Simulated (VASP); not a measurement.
Ru: single point with PBEsol

Crystal: Ru.

```
Ru
1.0
     2.68811    0.00000    0.00000
    -1.34406    2.32797    0.00000
     0.00000    0.00000    4.25431
Ru
2
Direct
  0.33333 0.66667 0.25000
  0.66667 0.33333 0.75000
```

```
Program             : VASP 6.6.1
Task                : single point
Functional          : PBEsol
Potentials or basis : VASP PAW PBE potentials, release 64 (Ru_pv)
Cutoff              : 520 eV
k mesh              : 9 × 9 × 5
Occupations         : fermi-dirac, width 0.05 eV
Spin                : no spin polarisation
```

| Property | Result |
| --- | --- |
| Pressure | -0.1 GPa |
| Band gap on the k mesh | zero (bands 14 and 15 overlap by 3.15 eV) |

Levels at points of the mesh, in eV from the Fermi level:
| k point | band 11 | band 12 | band 13 | band 14 | band 15 | band 16 | band 17 | band 18 |
| --- | --- | --- | --- | --- | --- | --- | --- | --- |
| (0.00, 0.00, 0.00) | -2.60 | -2.09 | -2.09 | -1.53 | -1.53 | 1.13 | 1.13 | 1.16 |

Run time: 7.7 s on 1 thread of Intel(R) Xeon(R) 6975P-C (Granite Rapids) (shared host), peak memory 0.14 GiB.

Caveat: the PAW data sets were made with another functional, which shifts forces and pressure a little.
